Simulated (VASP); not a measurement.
BaMg6Ti, 8 atoms in the cell. The structure is hexagonal, space group P-6m2 (No. 187). The conventional cell has a = 6.683 Å, b = 6.683 Å, c = 5.288 Å, α = 90.00°, β = 90.00°, γ = 120.00°. Within 4.4 Å of Ba (site symmetry -6m2) lie 12 Mg at 3.35 Å. Ti (site symmetry -6m2) has 12 Mg at 3.18 to 3.34 Å within 4.2 Å. Mg (site symmetry mm2) has 8 Mg at 3.06 to 3.62 Å and 2 Ti at 3.18 Å and 2 Ba at 3.35 Å within 4.0 Å. Within 4.1 Å of Mg (site symmetry mm2) lie 8 Mg at 3.13 to 3.55 Å and 2 Ti at 3.34 Å and 2 Ba at 3.35 Å. 

| Quantity | Value |
| --- | --- |
| Program | VASP 6.6.1 |
| Task | single point |
| Functional | PBE |
| Potentials or basis | VASP PAW PBE potentials, release 64 (Ba_sv, Ti_sv, Mg) |
| Cutoff | 520 eV |
| k mesh | 5 × 5 × 5 |
| Occupations | fermi-dirac, width 0.05 eV |
| Spin | no spin polarisation |
| Dipole correction | no |
| Further INCAR settings | ALGO = Fast; EDIFF = 1e-06; NBANDS = 27 |

Potentials or basis: VASP PAW PBE potentials, release 64 (Ba_sv, Ti_sv, Mg).

Run with:

```console
$ cat potpaw_PBE.64/Ba_sv/POTCAR potpaw_PBE.64/Ti_sv/POTCAR potpaw_PBE.64/Mg/POTCAR > POTCAR
$ mpirun -np 1 vasp_std > vasp.out
```

Hardware: 1 thread of AMD EPYC 7R13, with other jobs on the host.

Question: Estimate the wall time of this run.

Answer: Run time: 9.8 min on 1 thread of AMD EPYC 7R13, on a shared host, peak memory 0.34 GiB. Counts: scf iterations 40, k points 15.
